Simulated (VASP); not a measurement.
# C18Se in VASP: notebook

The runs below take C18Se through single point, with PBE.

All numbers are computed with VASP 6.6.1; they aren't measurements. Logs are shortened: lines on timing, memory, paths and dates and some standing lists are left out, and cuts for length are marked.

### Step 1. The cell of the first run

The cell holds a slab with vacuum, 19 atoms: a = 7.398 Å, b = 7.398 Å, c = 12.000 Å, α = 90.00°, β = 90.00°, γ = 120.00°.

### Step 2. Single point, PBE

The input, INCAR:

```
SYSTEM = C18Se
PREC = Accurate
ENCUT = 520
EDIFF = 1E-6
ISMEAR = -1
SIGMA = 0.02
LREAL = Auto
LASPH = .True.
NELM = 80
ALGO = Normal
ISIF = 2
LWAVE = .False.
LCHARG = .False.
GGA = PE
NBANDS = 54
```

The input, KPOINTS:

```
Automatic mesh
0
Gamma
  2 2 1
  0 0 0
```

The input, POSCAR:

```
C18Se
1.0
    7.3980000000      0.0000000000      0.0000000000
   -3.6990000000      6.4068560000      0.0000000000
    0.0000000000      0.0000000000     12.0000000000
C Se
18 1
Direct
    0.0017657217      0.0005484749      0.0780795000
    0.2227064488      0.1107786721      0.0816682500
   -0.0031003787      0.3307105701      0.0845820833
    0.2222748085      0.4444612147      0.1001280833
    0.0009962241      0.6667750922      0.0788419167
    0.2236587770      0.7796014145      0.0811161667
    0.3344607579     -0.0002831342      0.0799905000
    0.5565407546      0.1112431745      0.0796106667
    0.3357495357      0.3319518965      0.0889565000
    0.5576993306      0.4455430245      0.0802734167
    0.3369872544      0.6705649386      0.0869688333
    0.5568212357      0.7789917551      0.0776790000
    0.6668843266      0.0001609214      0.0765904167
    0.8894058529      0.1118606380      0.0779036667
    0.6677321115      0.3332233470      0.0787764167
    0.8885954970      0.4443037271      0.0796248333
    0.6677130315      0.6663179257      0.0764215000
    0.8901499792      0.7780101504      0.0759685833
    0.2477721999      0.4564235563      0.2768192500
```

Potentials or basis: VASP PAW PBE potentials, release 64 (C, Se).

Run with:

```bash
cat potpaw_PBE.64/C/POTCAR potpaw_PBE.64/Se/POTCAR > POTCAR
mpirun -np 1 vasp_std > vasp.out
```

OUTCAR:

```text
SYSTEM = C18Se
   PREC = Accurate
   ENCUT = 520
   EDIFF = 1E-6
   ISMEAR = -1
   LREAL = Auto
   LASPH = .True.
   NELM = 80
   ISIF = 2
   GGA = PE

 ion  position               nearest neighbor table
   1  0.002  0.001  0.078-   2 1.42  18 1.43  14 1.43
   2  0.223  0.111  0.082-   1 1.42   9 1.42   7 1.43
   3  0.997  0.331  0.085-  14 1.40  16 1.42   4 1.46
   4  0.222  0.444  0.100-   9 1.45   3 1.46  11 1.46  19 2.13
   5  0.001  0.667  0.079-  18 1.42  16 1.43   6 1.43
   6  0.224  0.780  0.081-   7 1.41  11 1.43   5 1.43
   7  0.334  1.000  0.080-   6 1.41   8 1.42   2 1.43
   8  0.557  0.111  0.080-  13 1.42  15 1.42   7 1.42
   9  0.336  0.332  0.089-   2 1.42  10 1.43   4 1.45
  10  0.558  0.446  0.080-  17 1.42  15 1.42   9 1.43
  11  0.337  0.671  0.087-  12 1.41   6 1.43   4 1.46
  12  0.557  0.779  0.078-  11 1.41  13 1.42  17 1.43
  13  0.667  0.000  0.077-  12 1.42   8 1.42  14 1.43
  14  0.889  0.112  0.078-   3 1.40  13 1.43   1 1.43
  15  0.668  0.333  0.079-  16 1.42   8 1.42  10 1.42
  16  0.889  0.444  0.080-  15 1.42   3 1.42   5 1.43
  17  0.668  0.666  0.076-  10 1.42  18 1.43  12 1.43
  18  0.890  0.778  0.076-   5 1.42  17 1.43   1 1.43
  19  0.248  0.456  0.277-   4 2.13

  LATTYP: Found a hexagonal cell.
 ALAT       =     7.3980000000
 C/A-ratio  =     1.6220600162

  Lattice vectors:

 A1 = (   7.3980000000,   0.0000000000,   0.0000000000)
 A2 = (  -3.6990000000,   6.4068560000,   0.0000000000)
 A3 = (   0.0000000000,   0.0000000000,  12.0000000000)

Analysis of symmetry for initial positions (statically):
=====================================================================
 Subroutine PRICEL returns:
 Original cell was already a primitive cell.

 Routine SETGRP: Setting up the symmetry group for a
 hexagonal supercell.

 Subroutine GETGRP returns: Found  1 space group operations
 (whereof  1 operations were pure point group operations)
 out of a pool of 24 trial point group operations.

The static configuration has the point symmetry C_1 .

Analysis of symmetry for dynamics (positions and initial velocities):
=====================================================================
 Subroutine PRICEL returns:
 Original cell was already a primitive cell.

 Routine SETGRP: Setting up the symmetry group for a
 hexagonal supercell.

 Subroutine GETGRP returns: Found  1 space group operations
 (whereof  1 operations were pure point group operations)
 out of a pool of 24 trial point group operations.

The dynamic configuration has the point symmetry C_1 .

 Subroutine INISYM returns: Found  1 space group operations
 (whereof  1 operations are pure point group operations),
 and found     1 'primitive' translations

----------------------------------------------------------------------------------------

                                     Primitive cell

  volume of cell :     568.7750

  direct lattice vectors                    reciprocal lattice vectors
     7.398000000  0.000000000  0.000000000     0.135171668  0.078041398  0.000000000
    -3.699000000  6.406856000  0.000000000     0.000000000  0.156082796  0.000000000
     0.000000000  0.000000000 12.000000000     0.000000000  0.000000000  0.083333333

  length of vectors
     7.398000000  7.398000054 12.000000000     0.156082797  0.156082796  0.083333333

  position of ions in fractional coordinates (direct lattice)
     0.001765722  0.000548475  0.078079500
     0.222706449  0.110778672  0.081668250
     0.996899621  0.330710570  0.084582083
     0.222274809  0.444461215  0.100128083
     0.000996224  0.666775092  0.078841917
     0.223658777  0.779601415  0.081116167
[... 11 lines left out ...]
     0.890149979  0.778010150  0.075968583
     0.247772200  0.456423556  0.276819250

  ion indices of the primitive-cell ions
   primitive index   ion index
                 1           1
                 2           2
                 3           3
                 4           4
                 5           5
                 6           6
[... 11 lines left out ...]
                18          18
                19          19

----------------------------------------------------------------------------------------

 KPOINTS: Automatic mesh

Automatic generation of k-mesh.
 Grid dimensions read from file:
 generate k-points for:    2    2    1

 Generating k-lattice:

  Cartesian coordinates                     Fractional coordinates (reciprocal lattice)
     0.067585834  0.039020699  0.000000000     0.500000000  0.000000000  0.000000000
     0.000000000  0.078041398  0.000000000     0.000000000  0.500000000  0.000000000
     0.000000000  0.000000000  0.083333333     0.000000000  0.000000000  1.000000000

  Length of vectors
     0.078041399  0.078041398  0.083333333

  Shift w.r.t. Gamma in fractional coordinates (k-lattice)
     0.000000000  0.000000000  0.000000000

 Subroutine IBZKPT returns following result:
 ===========================================

 Found      4 irreducible k-points:

 Following reciprocal coordinates:
            Coordinates               Weight
  0.000000  0.000000  0.000000      1.000000
  0.500000  0.000000  0.000000      1.000000
  0.000000  0.500000  0.000000      1.000000
  0.500000  0.500000  0.000000      1.000000
   k-points           NKPTS =      4   k-points in BZ     NKDIM =      4   number of bands    NBANDS=     54
   number of dos      NEDOS =    301   number of ions     NIONS =     19
   total plane-waves  NPLWV = 282240
   dimension x,y,z NGX =    56 NGY =   56 NGZ =   90
   dimension x,y,z NGXF=   112 NGYF=  112 NGZF=  180
   ions per type =              18   1
   NGX,Y,Z   is equivalent  to a cutoff of  12.58, 12.58, 12.47 a.u.
   NGXF,Y,Z  is equivalent  to a cutoff of  25.17, 25.17, 24.94 a.u.
 SYSTEM =  C18Se
   PREC   = accura    normal or accurate (medium, high low for compatibility)
   ISTART =      0    job   : 0-new  1-cont  2-samecut
   ICHARG =      2    charge: 1-file 2-atom 10-const
   ISPIN  =      1    spin polarized calculation?
   LNONCOLLINEAR =      F non collinear calculations
   LSORBIT =      F    spin-orbit coupling
   LASPH  =      T    aspherical Exc in radial PAW
   ENCUT  =  520.0 eV  38.22 Ry    6.18 a.u.  13.76 13.76 22.31*2*pi/ulx,y,z
   NELM   =     80;   NELMIN=  2; NELMDL= -5     # of ELM steps
   EDIFF  = 0.1E-05   stopping-criterion for ELM
   LREAL  =      T    real-space projection
   EDIFFG = 0.1E-04   stopping-criterion for IOM
   NSW    =      0    number of steps for IOM
   IBRION =     -1    ionic relax: 0-MD 1-quasi-New 2-CG
   NFREE  =      0    steps in history (QN), initial steepest desc. (CG)
   ISIF   =      2    stress and relaxation
   ISYM   =      2    0-nonsym 1-usesym 2-fastsym
   POTIM  = 0.5000    time-step for ionic-motion
   TEBEG  =    0.0;   TEEND  =   0.0 temperature during run
   PSTRESS=    0.0 pullay stress
   NELECT =      78.0000    total number of electrons
   NUPDOWN=      -1.0000    fix difference up-down
   EMIN   =  10.00;   EMAX   =-10.00  energy-range for DOS
   EFERMI =   0.00;   METHOD = LEGACY
   ISMEAR =    -1;   SIGMA  =   0.02  broadening in eV -4-tet -1-fermi 0-gaus
   EFERMI_NEDOS =   21; number of points for ismear=-14 and -15
   IALGO  =     38    algorithm
   IMIX   =      4    mixing-type and parameters
     AMIX     =   0.40;   BMIX     =  1.00
     AMIX_MAG =   1.60;   BMIX_MAG =  1.00
  volume/ion in A,a.u.               =      29.94       202.01
  Fermi-wavevector in a.u.,A,eV,Ry     =   0.844228  1.595359  9.697146  0.712720
  Thomas-Fermi vector in A             =   1.959222
   LORBIT       =      0    0 simple, 1 ext, 2 COOP (PROOUT), +10 PAW based schemes
   GGA     = PE    functional components
   LHFCALC =     F    Hartree Fock is set to
   AEXX    =    0.0000 exact exchange contribution
   IVDW    =     0    specifies the selected vdW correction
   LEPSILON=     F    determine dielectric tensor
   LRPA    =     F    only Hartree local field effects (RPA)
 non-spin polarized calculation
  energy-cutoff  :      520.00
  volume of cell :      568.78
 maximum number of plane-waves:     15363
 NGX is ok and might be reduce to    56
   NGX = 27   NGY = 27   NGZ = 45

 number of electron      77.9999998 magnetization

 Free energy of the ion-electron system (eV)
  ---------------------------------------------------
  ext. energy  EPLUGINS =         0.00000000
  ---------------------------------------------------
  free energy    TOTEN  =      -166.72657376 eV

  energy without entropy =     -166.72472400  energy(sigma->0) =     -166.72564888

 E-fermi :  -1.6655     XC(G=0):  -4.1872

 val. band max:       -1.7458366110   @ k =   0.0000   0.0000   0.0000
 cond. band min:      -1.5833058678   @ k =   0.0000   0.0000   0.0000
 fundamental gap:      0.1625307431
 Fermi energy:        -1.6655312916

 k-point     1 :       0.0000    0.0000    0.0000
  band No.  band energies     occupation
      1     -21.4217      2.00000
      2     -19.1275      2.00000
      3     -18.8405      2.00000
      4     -18.8174      2.00000
      5     -18.7478      2.00000
      6     -18.7328      2.00000
[... 43 lines left out ...]
     50       3.1618      0.00000
     51       3.8252      0.00000

 k-point     2 :       0.5000    0.0000    0.0000
  band No.  band energies     occupation
      1     -20.8634      2.00000
      2     -20.6713      2.00000
      3     -19.5115      2.00000
      4     -19.4103      2.00000
      5     -17.1740      2.00000
      6     -16.9750      2.00000
[... 43 lines left out ...]
     50       4.0824      0.00000
     51       4.4427      0.00000

 k-point     3 :       0.0000    0.5000    0.0000
  band No.  band energies     occupation
      1     -20.8587      2.00000
      2     -20.6769      2.00000
      3     -19.5207      2.00000
      4     -19.4002      2.00000
      5     -17.1707      2.00000
      6     -16.9752      2.00000
[... 43 lines left out ...]
     50       4.1184      0.00000
     51       4.4223      0.00000

 k-point     4 :       0.5000    0.5000    0.0000
  band No.  band energies     occupation
      1     -20.8529      2.00000
      2     -20.6831      2.00000
      3     -19.4957      2.00000
      4     -19.4293      2.00000
      5     -17.1438      2.00000
      6     -16.9901      2.00000
[... 43 lines left out ...]
     50       4.0835      0.00000
     51       4.4088      0.00000
 [bands above 51 left out]

------------------------ aborting loop because EDIFF is reached ----------------------------------------

  FORCE on cell =-STRESS in cart. coord.  units (eV):
  Direction    XX          YY          ZZ          XY          YZ          ZX
  --------------------------------------------------------------------------------------
  -------------------------------------------------------------------------------------
  Total        3.7237605      1.2341941     -0.0801527     -0.7079264     -0.2519598     -0.0697571
  in kB       10.4894276      3.4765902     -0.2257815     -1.9941516     -0.7097434     -0.1964982
  external PRESSURE =       4.5800788 kB  Pullay stress =       0.0000000 kB

 VOLUME and BASIS-vectors are now :
 -----------------------------------------------------------------------------
  energy-cutoff  :      520.00
  volume of cell :      568.78
      direct lattice vectors                 reciprocal lattice vectors
     7.398000000  0.000000000  0.000000000     0.135171668  0.078041398  0.000000000
    -3.699000000  6.406856000  0.000000000     0.000000000  0.156082796  0.000000000
     0.000000000  0.000000000 12.000000000     0.000000000  0.000000000  0.083333333

 POSITION                                       TOTAL-FORCE (eV/Angst)
 -----------------------------------------------------------------------------------
      0.01103      0.00351      0.93695        -0.008592      0.007340     -0.008577
      1.23781      0.70974      0.98002        -0.000904     -0.001490     -0.014201
      6.15176      2.11882      1.01498         0.011825      0.013021      0.002918
      0.00033      2.84760      1.20154        -0.000717      0.009997     -0.007343
     -2.45903      4.27193      0.94610         0.006509      0.003195     -0.003310
     -1.22912      4.99479      0.97339         0.007728     -0.000427     -0.008822
[... 11 lines left out ...]
      3.70747      4.98460      0.91162        -0.000221      0.005020     -0.001736
      0.14471      2.92424      3.32183        -0.025932     -0.110393      0.017258
 -----------------------------------------------------------------------------------
    total drift:                                0.001537      0.010262      0.014971

  FREE ENERGIE OF THE ION-ELECTRON SYSTEM (eV)
  ---------------------------------------------------
  free  energy   TOTEN  =      -166.7265737583 eV

  energy  without entropy=     -166.7247240029  energy(sigma->0) =     -166.72564888
```

Run time: 2.5 min. Hardware: 1 thread of Intel Xeon Platinum 8559C (Emerald Rapids), shared host; peak memory 0.57 GiB.

What came out:

```yaml
Free_energy: -166.7266 eV
Largest_force: 0.115 eV/Å
Band_gap_on_the_k_mesh: 0.16 eV, direct
```

Forces on the atoms (eV/Å):
```
C   -0.009  0.007 -0.009
C   -0.001 -0.001 -0.014
C    0.012  0.013  0.003
C   -0.001  0.010 -0.007
C    0.007  0.003 -0.003
C    0.008  0.000 -0.009
C    0.002  0.009 -0.008
C    0.002  0.004  0.005
C    0.000  0.006  0.006
C    0.000  0.010  0.010
C    0.005  0.002 -0.017
C    0.000  0.009  0.004
C    0.002  0.003  0.005
C    0.006  0.005 -0.002
C   -0.008  0.007  0.003
C    0.004  0.012  0.007
C   -0.004  0.008  0.010
C    0.000  0.005 -0.002
Se  -0.026 -0.110  0.017
```

Caveat: the k points lie up to 0.49 Å⁻¹ apart.

(Continued in part 2 of 2.)
